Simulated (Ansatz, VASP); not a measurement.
Given: the input of a run of VASP 6.6.1 on SiO2.

The input INCAR:

```
PREC = Accurate ; ENCUT = 520
EDIFF = 1E-6 ; ISMEAR = -1
SIGMA = 0.05 ; LREAL = False
LASPH = True ; NELM = 80
ALGO = Normal ; ISIF = 2
LWAVE = False ; LCHARG = True
GGA = PE ; LELF = True
LVHAR = True ; NBANDS = 44
```

File KPOINTS:

```
regular mesh
0
Gamma
  4 4 4
```

The input POSCAR:

```
SiO2
1.0
   -4.4720405200      4.4720405200      2.6117703500
    4.4720405200     -4.4720405200      2.6117703500
    4.4720405200      4.4720405200     -2.6117703500
Si O
4 8
Direct
    0.8231114200      0.8231114200      0.6462228400
    0.1768885800      0.8231114200      0.0000000000
    0.8231114200      0.1768885800      0.0000000000
    0.1768885800      0.1768885800      0.3537771600
    0.0000000000      0.7914513400      0.7914513400
    0.2085486600      0.0000000000      0.2085486600
    0.7914513400      0.0000000000      0.7914513400
    0.0000000000      0.2085486600      0.2085486600
    0.0000000000      0.0000000000      0.5000000000
    0.5000000000      0.0000000000      0.0000000000
    0.0000000000      0.5000000000      0.0000000000
    0.5000000000      0.5000000000      0.5000000000
```

Potentials or basis: VASP PAW PBE potentials, release 64 (Si, O).

Run with:

```console
$ cat potpaw_PBE.64/Si/POTCAR potpaw_PBE.64/O/POTCAR > POTCAR
$ mpirun -np 1 vasp_std > vasp.out
```

Problem. Translate it to Ansatz 0.2.0. Potentials there: Ansatz PAW.

Solution. As run (the cutoff follows the program's own potentials):

input.yaml

```yaml
crystal:
  lattice:
    - [-4.47204052, 4.47204052, 2.61177035]
    - [4.47204052, -4.47204052, 2.61177035]
    - [4.47204052, 4.47204052, -2.61177035]
  atoms:
    - { symbol: Si, position: [0.82311142, 0.82311142, 0.64622284] }
    - { symbol: Si, position: [0.17688858, 0.82311142, 0.0] }
    - { symbol: Si, position: [0.82311142, 0.17688858, 0.0] }
    - { symbol: Si, position: [0.17688858, 0.17688858, 0.35377716] }
    - { symbol: O, position: [0.0, 0.79145134, 0.79145134] }
    - { symbol: O, position: [0.20854866, 0.0, 0.20854866] }
    - { symbol: O, position: [0.79145134, 0.0, 0.79145134] }
    - { symbol: O, position: [0.0, 0.20854866, 0.20854866] }
    - { symbol: O, position: [0.0, 0.0, 0.5] }
    - { symbol: O, position: [0.5, 0.0, 0.0] }
    - { symbol: O, position: [0.0, 0.5, 0.0] }
    - { symbol: O, position: [0.5, 0.5, 0.5] }
hamiltonian:
  xc: pbe
  pseudopotentials: { kind: paw }
kpoints:
  mp_grid: { grid: [4, 4, 4] }
scf:
  occupations: { method: fermi_dirac, width: 0.05 }
output:
  forces: true
  stress: true
  eigenvalues: true
```

Potentials or basis: Ansatz PAW.

Launch:

```bash
$ ansatz run input.yaml --threads 4 --pin off --max-ram 11264MiB --backend cpu --events-out ev --progress --plain --runs-dir out
```

Both were run:

|  | VASP | Ansatz | Ansatz less VASP |
| --- | --- | --- | --- |
| gap on the k mesh at the Fermi level (eV) | 5.45 | 5.46 | +0.003 |
| least direct gap on the mesh (eV) | 5.46 | 5.46 | +0.003 |
| pressure (GPa) | 3.7 | 3.7 | -0.05 |
| traceless stress, the component that is largest in VASP (GPa) | 0.13 | 0.15 | +0.016 |
| rms of the force components (eV/Å) | 0.068 | 0.074 | +0.0053 |

Atom by atom the forces differ by 0.010 eV/Å (rms over components). With one functional, cell and mesh, what is left measures potentials, basis and numerics.
